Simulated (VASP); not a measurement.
# K (P6_3/mmc) in VASP: single point with PBE+D3(BJ)

Aim: the single point of K with PBE+D3(BJ).

All numbers are computed with VASP 6.6.1; they aren't measurements. Logs are shortened: lines on timing, memory, paths and dates and some standing lists are left out, and cuts for length are marked.

### 1 The cell of the first run

It takes space group P6_3/mmc (No. 194, hexagonal). Conventional cell: a = 4.762 Å, b = 4.762 Å, c = 7.830 Å, α = 90.00°, β = 90.00°, γ = 120.00°.

### 2 Single point, PBE+D3(BJ)

Input file INCAR:

```
SYSTEM = K
  PREC = Accurate
  ENCUT = 520
  EDIFF = 1E-7
  ISMEAR = 0
  SIGMA = 0.1
  LREAL = .False.
  LASPH = .True.
  NELM = 60
  ALGO = Normal
  ISIF = 2
  LWAVE = .False.
  LCHARG = .True.
  GGA = PE
  IVDW = 12
  LELF = .True.
  LVHAR = .True.
  NBANDS = 16
```

Input file KPOINTS:

```
Automatic mesh
0
Gamma
  6 6 4
  0 0 0
```

Input file POSCAR:

```
K
1.0
    4.7623960204      0.0000000000      0.0000000000
   -2.3811980102      4.1243559365      0.0000000000
    0.0000000000      0.0000000000      7.8299713200
K
2
Direct
    0.3333333300      0.6666666700      0.2500000000
    0.6666666700      0.3333333300      0.7500000000
```

Potentials or basis: VASP PAW PBE potentials, release 64 (K_sv).

The run is started by

```
> cat potpaw_PBE.64/K_sv/POTCAR > POTCAR
> mpirun -np 1 vasp_std > vasp.out
```

OUTCAR:

```text
SYSTEM = K
   PREC = Accurate
   ENCUT = 520
   EDIFF = 1E-7
   ISMEAR = 0
   LREAL = .False.
   LASPH = .True.
   NELM = 60
   ISIF = 2
   GGA = PE
   IVDW = 12
 IVDW          = 12

 ion  position               nearest neighbor table
   1  0.333  0.667  0.250-
   2  0.667  0.333  0.750-

  LATTYP: Found a hexagonal cell.
 ALAT       =     4.7623960204
 C/A-ratio  =     1.6441243623

  Lattice vectors:

 A1 = (   4.7623960204,   0.0000000000,   0.0000000000)
 A2 = (  -2.3811980102,   4.1243559365,   0.0000000000)
 A3 = (   0.0000000000,   0.0000000000,   7.8299713200)

Analysis of symmetry for initial positions (statically):
=====================================================================
 Subroutine PRICEL returns:
 Original cell was already a primitive cell.

 Routine SETGRP: Setting up the symmetry group for a
 hexagonal supercell.

 Subroutine GETGRP returns: Found 24 space group operations
 (whereof 12 operations were pure point group operations)
 out of a pool of 24 trial point group operations.

The static configuration has the point symmetry D_3d.
 The point group associated with its full space group is D_6h.

Analysis of symmetry for dynamics (positions and initial velocities):
=====================================================================
 Subroutine PRICEL returns:
 Original cell was already a primitive cell.

 Routine SETGRP: Setting up the symmetry group for a
 hexagonal supercell.

 Subroutine GETGRP returns: Found 24 space group operations
 (whereof 12 operations were pure point group operations)
 out of a pool of 24 trial point group operations.

The dynamic configuration has the point symmetry D_3d.
 The point group associated with its full space group is D_6h.

 Subroutine INISYM returns: Found 24 space group operations
 (whereof 12 operations are pure point group operations),
 and found     1 'primitive' translations

----------------------------------------------------------------------------------------

                                     Primitive cell

  volume of cell :     153.7949

  direct lattice vectors                    reciprocal lattice vectors
     4.762396020  0.000000000  0.000000000     0.209978338  0.121231050  0.000000000
    -2.381198010  4.124355936  0.000000000     0.000000000  0.242462100  0.000000000
     0.000000000  0.000000000  7.829971320     0.000000000  0.000000000  0.127714389

  length of vectors
     4.762396020  4.762396020  7.829971320     0.242462100  0.242462100  0.127714389

  position of ions in fractional coordinates (direct lattice)
     0.333333330  0.666666670  0.250000000
     0.666666670  0.333333330  0.750000000

  ion indices of the primitive-cell ions
   primitive index   ion index
                 1           1
                 2           2

----------------------------------------------------------------------------------------

 KPOINTS: Automatic mesh

Automatic generation of k-mesh.
 Grid dimensions read from file:
 generate k-points for:    6    6    4

 Generating k-lattice:

  Cartesian coordinates                     Fractional coordinates (reciprocal lattice)
     0.034996390  0.020205175  0.000000000     0.166666667  0.000000000  0.000000000
     0.000000000  0.040410350  0.000000000     0.000000000  0.166666667  0.000000000
     0.000000000  0.000000000  0.031928597     0.000000000  0.000000000  0.250000000

  Length of vectors
     0.040410350  0.040410350  0.031928597

  Shift w.r.t. Gamma in fractional coordinates (k-lattice)
     0.000000000  0.000000000  0.000000000

 Subroutine IBZKPT returns following result:
 ===========================================

 Found     21 irreducible k-points:

 Following reciprocal coordinates:
            Coordinates               Weight
  0.000000  0.000000  0.000000      1.000000
  0.166667 -0.000000  0.000000      6.000000
  0.333333 -0.000000  0.000000      6.000000
  0.500000  0.000000  0.000000      3.000000
  0.166667  0.166667  0.000000      6.000000
  0.333333  0.166667  0.000000     12.000000
[... 13 lines left out ...]
  0.333333  0.166667  0.500000     12.000000
  0.333333  0.333333  0.500000      2.000000
   k-points           NKPTS =     21   k-points in BZ     NKDIM =     21   number of bands    NBANDS=     16
   number of dos      NEDOS =    301   number of ions     NIONS =      2
   total plane-waves  NPLWV =  77760
   dimension x,y,z NGX =    36 NGY =   36 NGZ =   60
   dimension x,y,z NGXF=    72 NGYF=   72 NGZF=  120
   ions per type =               2
   NGX,Y,Z   is equivalent  to a cutoff of  12.57, 12.57, 12.74 a.u.
   NGXF,Y,Z  is equivalent  to a cutoff of  25.13, 25.13, 25.48 a.u.
 SYSTEM =  K
   PREC   = accura    normal or accurate (medium, high low for compatibility)
   ISTART =      0    job   : 0-new  1-cont  2-samecut
   ICHARG =      2    charge: 1-file 2-atom 10-const
   ISPIN  =      1    spin polarized calculation?
   LNONCOLLINEAR =      F non collinear calculations
   LSORBIT =      F    spin-orbit coupling
   LASPH  =      T    aspherical Exc in radial PAW
   ENCUT  =  520.0 eV  38.22 Ry    6.18 a.u.   8.85  8.85 14.56*2*pi/ulx,y,z
   NELM   =     60;   NELMIN=  2; NELMDL= -5     # of ELM steps
   EDIFF  = 0.1E-06   stopping-criterion for ELM
   LREAL  =      F    real-space projection
   EDIFFG = 0.1E-05   stopping-criterion for IOM
   NSW    =      0    number of steps for IOM
   IBRION =     -1    ionic relax: 0-MD 1-quasi-New 2-CG
   NFREE  =      0    steps in history (QN), initial steepest desc. (CG)
   ISIF   =      2    stress and relaxation
   ISYM   =      2    0-nonsym 1-usesym 2-fastsym
   POTIM  = 0.5000    time-step for ionic-motion
   TEBEG  =    0.0;   TEEND  =   0.0 temperature during run
   PSTRESS=    0.0 pullay stress
   NELECT =      18.0000    total number of electrons
   NUPDOWN=      -1.0000    fix difference up-down
   EMIN   =  10.00;   EMAX   =-10.00  energy-range for DOS
   EFERMI =   0.00;   METHOD = LEGACY
   ISMEAR =     0;   SIGMA  =   0.10  broadening in eV -4-tet -1-fermi 0-gaus
   EFERMI_NEDOS =   21; number of points for ismear=-14 and -15
   IALGO  =     38    algorithm
   IMIX   =      4    mixing-type and parameters
     AMIX     =   0.40;   BMIX     =  1.00
     AMIX_MAG =   1.60;   BMIX_MAG =  1.00
  volume/ion in A,a.u.               =      76.90       518.93
  Fermi-wavevector in a.u.,A,eV,Ry     =   0.800790  1.513273  8.724925  0.641264
  Thomas-Fermi vector in A             =   1.908153
   LORBIT       =      0    0 simple, 1 ext, 2 COOP (PROOUT), +10 PAW based schemes
   GGA     = PE    functional components
   LHFCALC =     F    Hartree Fock is set to
   AEXX    =    0.0000 exact exchange contribution
   IVDW    =    12    specifies the selected vdW correction
   LEPSILON=     F    determine dielectric tensor
   LRPA    =     F    only Hartree local field effects (RPA)
 non-spin polarized calculation
 Gauss-broadening in eV      SIGMA  =   0.10
  energy-cutoff  :      520.00
  volume of cell :      153.79
 maximum number of plane-waves:      4170
 NGX is ok and might be reduce to    36
   NGX = 17   NGY = 17   NGZ = 29

 number of electron      18.0000001 magnetization

 Free energy of the ion-electron system (eV)
  ---------------------------------------------------
  ext. energy  EPLUGINS =         0.00000000
  ---------------------------------------------------
  free energy    TOTEN  =        -2.09707683 eV

  energy without entropy =       -2.09299993  energy(sigma->0) =       -2.09503838

 E-fermi :  -0.2310     XC(G=0):  -5.5444

 val. band max:       -0.3388890448   @ k =   0.3333   0.1667   0.2500
 cond. band min:      -0.1061028242   @ k =   0.1667   0.1667   0.2500
 fundamental gap:      0.2327862205
 Fermi energy:        -0.2309829221

 k-point     1 :       0.0000    0.0000    0.0000
  band No.  band energies     occupation
      1     -32.3691      2.00000
      2     -32.3663      2.00000
      3     -15.8781      2.00000
      4     -15.8299      2.00000
      5     -15.8299      2.00000
      6     -15.8227      2.00000
[... 8 lines left out ...]
     15       4.2160      0.00000
     16       4.2160      0.00000

 k-point     2 :       0.1667   -0.0000    0.0000
  band No.  band energies     occupation
      1     -32.3685      2.00000
      2     -32.3659      2.00000
      3     -15.8733      2.00000
      4     -15.8409      2.00000
      5     -15.8335      2.00000
      6     -15.8334      2.00000
[... 8 lines left out ...]
     15       4.0076      0.00000
     16       4.2394      0.00000

 k-point     3 :       0.3333   -0.0000    0.0000
  band No.  band energies     occupation
      1     -32.3670      2.00000
      2     -32.3654      2.00000
      3     -15.8630      2.00000
      4     -15.8619      2.00000
      5     -15.8552      2.00000
      6     -15.8399      2.00000
[... 8 lines left out ...]
     15       3.9223      0.00000
     16       4.3203      0.00000

 k-point     4 :       0.5000    0.0000    0.0000
  band No.  band energies     occupation
      1     -32.3661      2.00000
      2     -32.3652      2.00000
      3     -15.8742      2.00000
      4     -15.8658      2.00000
      5     -15.8535      2.00000
      6     -15.8430      2.00000
[... 8 lines left out ...]
     15       3.7600      0.00000
     16       4.5841      0.00000

 k-point     5 :       0.1667    0.1667    0.0000
  band No.  band energies     occupation
      1     -32.3674      2.00000
      2     -32.3655      2.00000
      3     -15.8651      2.00000
      4     -15.8532      2.00000
      5     -15.8517      2.00000
      6     -15.8376      2.00000
[... 8 lines left out ...]
     15       3.6055      0.00000
     16       4.2589      0.00000

 k-point     6 :       0.3333    0.1667    0.0000
  band No.  band energies     occupation
      1     -32.3661      2.00000
      2     -32.3652      2.00000
      3     -15.8683      2.00000
      4     -15.8614      2.00000
      5     -15.8536      2.00000
      6     -15.8472      2.00000
[... 8 lines left out ...]
     15       3.2184      0.00000
     16       3.7595      0.00000

 k-point     7 :       0.3333    0.3333    0.0000
  band No.  band energies     occupation
      1     -32.3654      2.00000
      2     -32.3654      2.00000
      3     -15.8647      2.00000
      4     -15.8570      2.00000
      5     -15.8570      2.00000
      6     -15.8487      2.00000
[... 8 lines left out ...]
     15       2.7416      0.00000
     16       3.7348      0.00000

 k-point     8 :       0.0000    0.0000    0.2500
  band No.  band energies     occupation
      1     -32.3687      2.00000
      2     -32.3667      2.00000
      3     -15.8701      2.00000
      4     -15.8309      2.00000
      5     -15.8288      2.00000
      6     -15.8288      2.00000
[... 8 lines left out ...]
     15       4.0738      0.00000
     16       4.0738      0.00000

 k-point     9 :       0.1667   -0.0000    0.2500
  band No.  band energies     occupation
      1     -32.3681      2.00000
      2     -32.3663      2.00000
      3     -15.8673      2.00000
      4     -15.8395      2.00000
      5     -15.8380      2.00000
      6     -15.8320      2.00000
[... 8 lines left out ...]
     15       3.9354      0.00000
     16       4.1560      0.00000
[... 115 lines left out ...]
 k-point    16 :       0.1667   -0.0000    0.5000
  band No.  band energies     occupation
      1     -32.3672      2.00000
      2     -32.3672      2.00000
      3     -15.8528      2.00000
      4     -15.8528      2.00000
      5     -15.8334      2.00000
      6     -15.8334      2.00000
[... 8 lines left out ...]
     15       3.9790      0.00000
     16       3.9790      0.00000

 k-point    17 :       0.3333   -0.0000    0.5000
  band No.  band energies     occupation
      1     -32.3662      2.00000
      2     -32.3662      2.00000
      3     -15.8671      2.00000
      4     -15.8671      2.00000
      5     -15.8380      2.00000
      6     -15.8380      2.00000
[... 8 lines left out ...]
     15       4.0803      0.00000
     16       4.0803      0.00000

 k-point    18 :       0.5000    0.0000    0.5000
  band No.  band energies     occupation
      1     -32.3657      2.00000
      2     -32.3657      2.00000
      3     -15.8768      2.00000
      4     -15.8768      2.00000
      5     -15.8377      2.00000
      6     -15.8377      2.00000
[... 8 lines left out ...]
     15       4.0721      0.00000
     16       4.0721      0.00000

 k-point    19 :       0.1667    0.1667    0.5000
  band No.  band energies     occupation
      1     -32.3664      2.00000
      2     -32.3664      2.00000
      3     -15.8610      2.00000
      4     -15.8610      2.00000
      5     -15.8392      2.00000
      6     -15.8392      2.00000
[... 8 lines left out ...]
     15       3.8117      0.00000
     16       3.8117      0.00000

 k-point    20 :       0.3333    0.1667    0.5000
  band No.  band energies     occupation
      1     -32.3657      2.00000
      2     -32.3657      2.00000
      3     -15.8715      2.00000
      4     -15.8715      2.00000
      5     -15.8457      2.00000
      6     -15.8457      2.00000
[... 8 lines left out ...]
     15       3.8756      0.00000
     16       3.8756      0.00000

 k-point    21 :       0.3333    0.3333    0.5000
  band No.  band energies     occupation
      1     -32.3654      2.00000
      2     -32.3654      2.00000
      3     -15.8673      2.00000
      4     -15.8673      2.00000
      5     -15.8567      2.00000
      6     -15.8567      2.00000
[... 8 lines left out ...]
     15       4.1248      0.00000
     16       4.1248      0.00000

------------------------ aborting loop because EDIFF is reached ----------------------------------------

 Edisp (eV)   -0.21627

 E8    (eV) :    -0.1167

  FORCE on cell =-STRESS in cart. coord.  units (eV):
  Direction    XX          YY          ZZ          XY          YZ          ZX
  --------------------------------------------------------------------------------------
  -------------------------------------------------------------------------------------
  Total      -0.26782    -0.26782    -0.52976     0.00000     0.00000     0.00000
  in kB      -2.79003    -2.79003    -5.51883     0.00000     0.00000     0.00000
  external pressure =       -3.70 kB  Pullay stress =        0.00 kB

 VOLUME and BASIS-vectors are now :
 -----------------------------------------------------------------------------
  energy-cutoff  :      520.00
  volume of cell :      153.79
      direct lattice vectors                 reciprocal lattice vectors
     4.762396020  0.000000000  0.000000000     0.209978338  0.121231050  0.000000000
    -2.381198010  4.124355936  0.000000000     0.000000000  0.242462100  0.000000000
     0.000000000  0.000000000  7.829971320     0.000000000  0.000000000  0.127714389

 POSITION                                       TOTAL-FORCE (eV/Angst)
 -----------------------------------------------------------------------------------
     -0.00000      2.74957      1.95749         0.000000      0.000000      0.000000
      2.38120      1.37479      5.87248         0.000000     -0.000000      0.000000
 -----------------------------------------------------------------------------------
    total drift:                               -0.000006      0.000003     -0.000000

  FREE ENERGIE OF THE ION-ELECTRON SYSTEM (eV)
  ---------------------------------------------------
  free  energy   TOTEN  =        -2.3133489983 eV

  energy  without entropy=       -2.3092720974  energy(sigma->0) =       -2.31131055
```

It took 25 s on 1 thread of AMD EPYC 9R45 (Zen 5), shared host; peak memory 0.23 GiB.

What came out:

```
Free energy                : -2.3133 eV
Pressure                   : -0.4 GPa
Band gap on the k mesh     : zero (band 9 reaches 0.99 eV, above the bottom of band 10 at -1.63 eV)
Dispersion energy per atom : -0.108 eV
```

Caveat: pairwise dispersion overbinds metals, which lowers pressure and volume.
